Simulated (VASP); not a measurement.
TiC (rocksalt type), 2 atoms in the cell. It takes space group Fm-3m (No. 225, cubic). The conventional cell has a = 4.404 Å, b = 4.404 Å, c = 4.404 Å, α = 90.00°, β = 90.00°, γ = 90.00°. Within 2.9 Å of Ti (site symmetry m-3m) lie 6 C at 2.20 Å. Within 2.9 Å of C (site symmetry m-3m) lie 6 Ti at 2.20 Å.  This cell differs from its parent crystal: volume scaled by 1.05.

| Item | Value |
| --- | --- |
| Program | VASP 6.6.1 |
| Task | electric field gradients |
| Functional | PBE |
| Potentials or basis | VASP PAW PBE potentials, release 64 (Ti_sv, C) |
| Cutoff | 520 eV |
| k mesh | 14 × 14 × 14 |
| Occupations | fermi-dirac, width 0.03 eV |
| Spin | no spin polarisation |
| Dipole correction | no |
| Further INCAR settings | ALGO = Normal; EDIFF = 1e-08; NBANDS = 15 |

Potentials or basis: VASP PAW PBE potentials, release 64 (Ti_sv, C).

The run is started by

```sh
$ cat potpaw_PBE.64/Ti_sv/POTCAR potpaw_PBE.64/C/POTCAR > POTCAR
$ mpirun -np 1 vasp_std > vasp.out
```

Hardware: 1 thread of Intel(R) Xeon(R) 6975P-C (Granite Rapids), on a shared host.

Problem. Estimate the wall time of this run.

Solution. Wall time 13 s on 1 thread of Intel(R) Xeon(R) 6975P-C (Granite Rapids), with other jobs on the host, peak memory 0.15 GiB. Counts: scf iterations 18, k points 104.
